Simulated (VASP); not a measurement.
# ZrF2 in VASP: a series of runs

ZrF2 is run at these levels: PBE; tasks: single point, relaxation of cell and atoms.

Program: VASP 6.6.1. These are calculated values, not measurements. Logs are shortened: lines on timing, memory, paths and dates and some standing lists are left out, and cuts for length are marked.

## 1. The cell of the first run

The structure is tetragonal, space group P4/mmm (No. 123). Conventional cell: a = 4.238 Å, b = 4.238 Å, c = 2.985 Å, α = 90.00°, β = 90.00°, γ = 90.00°. Zr (site symmetry 4/mmm) has 4 F at 2.12 Å within 2.8 Å. F (site symmetry mmm) has 2 Zr at 2.12 Å within 2.8 Å.

The cell was built from a structure type or drawn by symmetry, and may not be a known phase.

## 2. Single point, PBE

Contents of INCAR:

```
SYSTEM = ZrF2
ALGO = Normal ; EDIFF = 1E-7
ENCUT = 520 ; GGA = PE
ISIF = 2 ; ISMEAR = 0
LASPH = .True. ; LCHARG = .False.
LREAL = .False. ; LWAVE = .False.
NBANDS = 20 ; NELM = 100
PREC = Accurate ; SIGMA = 0.1
```

Contents of KPOINTS:

```
k-points
0
Gamma
  4 4 6
  0 0 0
```

Contents of POSCAR:

```
ZrF2
1.0
    4.2380281779      0.0000000000      0.0000000000
    0.0000000000      4.2380281779      0.0000000000
    0.0000000000      0.0000000000      2.9850156081
Zr F
1 2
Direct
    0.5000000000      0.5000000000      0.0000000000
    0.0000000000      0.5000000000      0.0000000000
    0.5000000000      0.0000000000      0.0000000000
```

Potentials or basis: VASP PAW PBE potentials, release 64 (Zr_sv, F).

Command:

```console
$ cat potpaw_PBE.64/Zr_sv/POTCAR potpaw_PBE.64/F/POTCAR > POTCAR
$ mpirun -np 1 vasp_std > vasp.out
```

OUTCAR:

```text
SYSTEM = ZrF2
   EDIFF = 1E-7
   ENCUT = 520
   GGA = PE
   ISIF = 2
   ISMEAR = 0
   LASPH = .True.
   LREAL = .False.
   NELM = 100
   PREC = Accurate

 ion  position               nearest neighbor table
   1  0.500  0.500  0.000-   2 2.12   3 2.12   3 2.12   2 2.12
   2  0.000  0.500  0.000-   1 2.12   1 2.12
   3  0.500  0.000  0.000-   1 2.12   1 2.12

  LATTYP: Found a simple tetragonal cell.
 ALAT       =     4.2380281779
 C/A-ratio  =     0.7043406704

  Lattice vectors:

 A1 = (   4.2380281779,   0.0000000000,   0.0000000000)
 A2 = (   0.0000000000,   4.2380281779,   0.0000000000)
 A3 = (   0.0000000000,   0.0000000000,   2.9850156081)

Analysis of symmetry for initial positions (statically):
=====================================================================
 Subroutine PRICEL returns:
 Original cell was already a primitive cell.

 Routine SETGRP: Setting up the symmetry group for a
 simple tetragonal supercell.

 Subroutine GETGRP returns: Found 16 space group operations
 (whereof 16 operations were pure point group operations)
 out of a pool of 16 trial point group operations.

The static configuration has the point symmetry D_4h.

Analysis of symmetry for dynamics (positions and initial velocities):
=====================================================================
 Subroutine PRICEL returns:
 Original cell was already a primitive cell.

 Routine SETGRP: Setting up the symmetry group for a
 simple tetragonal supercell.

 Subroutine GETGRP returns: Found 16 space group operations
 (whereof 16 operations were pure point group operations)
 out of a pool of 16 trial point group operations.

The dynamic configuration has the point symmetry D_4h.

 Subroutine INISYM returns: Found 16 space group operations
 (whereof 16 operations are pure point group operations),
 and found     1 'primitive' translations

----------------------------------------------------------------------------------------

                                     Primitive cell

  volume of cell :      53.6135

  direct lattice vectors                    reciprocal lattice vectors
     4.238028178  0.000000000  0.000000000     0.235958790  0.000000000  0.000000000
     0.000000000  4.238028178  0.000000000     0.000000000  0.235958790  0.000000000
     0.000000000  0.000000000  2.985015608     0.000000000  0.000000000  0.335006624

  length of vectors
     4.238028178  4.238028178  2.985015608     0.235958790  0.235958790  0.335006624
[... 80 lines left out ...]
   ENCUT  =  520.0 eV  38.22 Ry    6.18 a.u.   7.88  7.88  5.55*2*pi/ulx,y,z
   NELM   =    100;   NELMIN=  2; NELMDL= -5     # of ELM steps
   EDIFF  = 0.1E-06   stopping-criterion for ELM
   LREAL  =      F    real-space projection
   EDIFFG = 0.1E-05   stopping-criterion for IOM
   NSW    =      0    number of steps for IOM
   IBRION =     -1    ionic relax: 0-MD 1-quasi-New 2-CG
   NFREE  =      0    steps in history (QN), initial steepest desc. (CG)
   ISIF   =      2    stress and relaxation
   ISYM   =      2    0-nonsym 1-usesym 2-fastsym
   POTIM  = 0.5000    time-step for ionic-motion
   TEBEG  =    0.0;   TEEND  =   0.0 temperature during run
   PSTRESS=    0.0 pullay stress
   NELECT =      26.0000    total number of electrons
   NUPDOWN=      -1.0000    fix difference up-down
   EMIN   =  10.00;   EMAX   =-10.00  energy-range for DOS
   EFERMI =   0.00;   METHOD = LEGACY
   ISMEAR =     0;   SIGMA  =   0.10  broadening in eV -4-tet -1-fermi 0-gaus
   EFERMI_NEDOS =   21; number of points for ismear=-14 and -15
   IALGO  =     38    algorithm
   IMIX   =      4    mixing-type and parameters
     AMIX     =   0.40;   BMIX     =  1.00
     AMIX_MAG =   1.60;   BMIX_MAG =  1.00
  volume/ion in A,a.u.               =      17.87       120.60
  Fermi-wavevector in a.u.,A,eV,Ry     =   1.286198  2.430562 22.508192  1.654305
  Thomas-Fermi vector in A             =   2.418287
   LORBIT       =      0    0 simple, 1 ext, 2 COOP (PROOUT), +10 PAW based schemes
   GGA     = PE    functional components
   LHFCALC =     F    Hartree Fock is set to
   AEXX    =    0.0000 exact exchange contribution
   IVDW    =     0    specifies the selected vdW correction
   LEPSILON=     F    determine dielectric tensor
   LRPA    =     F    only Hartree local field effects (RPA)
 non-spin polarized calculation
 Gauss-broadening in eV      SIGMA  =   0.10
  energy-cutoff  :      520.00
  volume of cell :       53.61
 maximum number of plane-waves:      1460
 NGX is ok and might be reduce to    32
   NGX = 15   NGY = 15   NGZ = 11

 number of electron      25.9999973 magnetization

 Free energy of the ion-electron system (eV)
  ---------------------------------------------------
  ext. energy  EPLUGINS =         0.00000000
  ---------------------------------------------------
  free energy    TOTEN  =       -20.59372689 eV

  energy without entropy =      -20.58133458  energy(sigma->0) =      -20.58753074

 E-fermi :   5.1261     XC(G=0):  -8.8763

 val. band max:        4.7349801749   @ k =   0.5000   0.2500   0.5000
 cond. band min:       5.1324178301   @ k =   0.2500   0.0000   0.3333
 fundamental gap:      0.3974376552
 Fermi energy:         5.1261353742

 k-point     1 :       0.0000    0.0000    0.0000
  band No.  band energies     occupation
      1     -45.2641      2.00000
      2     -23.5757      2.00000
      3     -23.5757      2.00000
      4     -22.5041      2.00000
      5     -21.2081      2.00000
      6     -21.1532      2.00000
[... 541 lines left out ...]
     19      11.4977      0.00000
     20      15.6839      0.00000

------------------------ aborting loop because EDIFF is reached ----------------------------------------

  FORCE on cell =-STRESS in cart. coord.  units (eV):
  Direction    XX          YY          ZZ          XY          YZ          ZX
  --------------------------------------------------------------------------------------
  -------------------------------------------------------------------------------------
  Total        0.0291823      0.0291823     -0.0760730      0.0000000      0.0000000      0.0000000
  in kB        0.8720795      0.8720795     -2.2733528      0.0000000      0.0000000      0.0000000
  external PRESSURE =      -0.1763980 kB  Pullay stress =       0.0000000 kB

 VOLUME and BASIS-vectors are now :
 -----------------------------------------------------------------------------
  energy-cutoff  :      520.00
  volume of cell :       53.61
      direct lattice vectors                 reciprocal lattice vectors
     4.238028178  0.000000000  0.000000000     0.235958790  0.000000000  0.000000000
     0.000000000  4.238028178  0.000000000     0.000000000  0.235958790  0.000000000
     0.000000000  0.000000000  2.985015608     0.000000000  0.000000000  0.335006624

 POSITION                                       TOTAL-FORCE (eV/Angst)
 -----------------------------------------------------------------------------------
      2.11901      2.11901      0.00000         0.000000      0.000000      0.000000
      0.00000      2.11901      0.00000         0.000000      0.000000      0.000000
      2.11901      0.00000      0.00000         0.000000      0.000000      0.000000
 -----------------------------------------------------------------------------------
    total drift:                                0.000000     -0.000000     -0.000000

  FREE ENERGIE OF THE ION-ELECTRON SYSTEM (eV)
  ---------------------------------------------------
  free  energy   TOTEN  =       -20.5937268906 eV

  energy  without entropy=      -20.5813345831  energy(sigma->0) =      -20.58753074
```

stdout:

```text
POSCAR found type information on POSCAR ZrF
 POSCAR found :  2 types and       3 ions
 scaLAPACK will be used
 LDA part: xc-table for (Slater+PW92), standard interpolation
 POSCAR, INCAR and KPOINTS ok, starting setup
 FFT: planning ... GRIDC
 FFT: planning ... GRID_SOFT
 FFT: planning ... GRID
 WAVECAR not read
 entering main loop
```

Run time: 12 s. Hardware: 1 thread of AMD EPYC 9R45 (Zen 5), shared host; peak memory 0.14 GiB.

Results:

| Property | Result |
| --- | --- |
| Free energy | -20.5937 eV |
| Pressure | 0.0 GPa |
| Band gap on the k mesh | zero (bands 13 and 14 overlap by 1.82 eV) |

Levels at points of the mesh, in eV from the Fermi level:
| k point | band 11 | band 12 | band 13 | band 14 | band 15 | band 16 |
| --- | --- | --- | --- | --- | --- | --- |
| (0.00, 0.00, 0.00) | -6.75 | -6.60 | -3.05 | 0.21 | 1.53 | 2.39 |
| (0.50, 0.00, 0.00) | -6.89 | -6.67 | -2.78 | 1.21 | 2.41 | 2.78 |
| (0.50, 0.50, 0.00) | -6.89 | -6.67 | -2.59 | 1.94 | 3.17 | 3.17 |
| (0.00, 0.00, 0.50) | -7.04 | -7.04 | -1.13 | -1.13 | 0.84 | 3.04 |
| (0.50, 0.00, 0.50) | -7.42 | -7.22 | -1.02 | 0.13 | 1.77 | 3.63 |
| (0.50, 0.50, 0.50) | -8.25 | -6.57 | 0.28 | 0.28 | 2.56 | 4.02 |

Caveat: the k points lie up to 0.37 Å⁻¹ apart, too coarse for converged energies and pressures of a metal.

(Part 1 of 2 ends here.)
